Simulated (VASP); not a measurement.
Input of a VASP 6.6.1 run:

File INCAR:

```
PREC = Accurate ; ENCUT = 520
EDIFF = 1E-6 ; ISMEAR = 0
SIGMA = 0.1 ; LREAL = F
LASPH = T ; NELM = 100
ALGO = Normal ; ISIF = 2
LWAVE = F ; LCHARG = T
GGA = PE ; LELF = T
LVHAR = T ; NBANDS = 32
```

File KPOINTS:

```
Automatic mesh
0
Gamma
  6 6 10
```

POSCAR

```
Zn2GaO2
1.0
    5.9555658020      0.0000000000      0.0000000000
   -2.9777829010      5.1576712784      0.0000000000
    0.0000000000      0.0000000000      3.4951244305
Zn Ga O
2 1 2
Direct
    0.3333333333      0.6666666667      0.5000000000
    0.6666666667      0.3333333333      0.5000000000
    0.0000000000      0.0000000000      0.5000000000
    0.3333333333      0.6666666667      0.0000000000
    0.6666666667      0.3333333333      0.0000000000
```

Potentials or basis: VASP PAW PBE potentials, release 64 (Zn, Ga_d, O).

Command:

```console
$ cat potpaw_PBE.64/Zn/POTCAR potpaw_PBE.64/Ga_d/POTCAR potpaw_PBE.64/O/POTCAR > POTCAR
$ mpirun -np 1 vasp_std > vasp.out
```

**Question.** Predict the pressure.

**Answer.** 0.6 GPa.

Stress tensor (GPa, compression positive):
```
-0.05  0.00  0.00
 0.00 -0.05  0.00
 0.00  0.00  1.96
```

Caveat: an odd number of electrons without spin polarisation forces a metal; a magnetic or distorted state may lie lower.
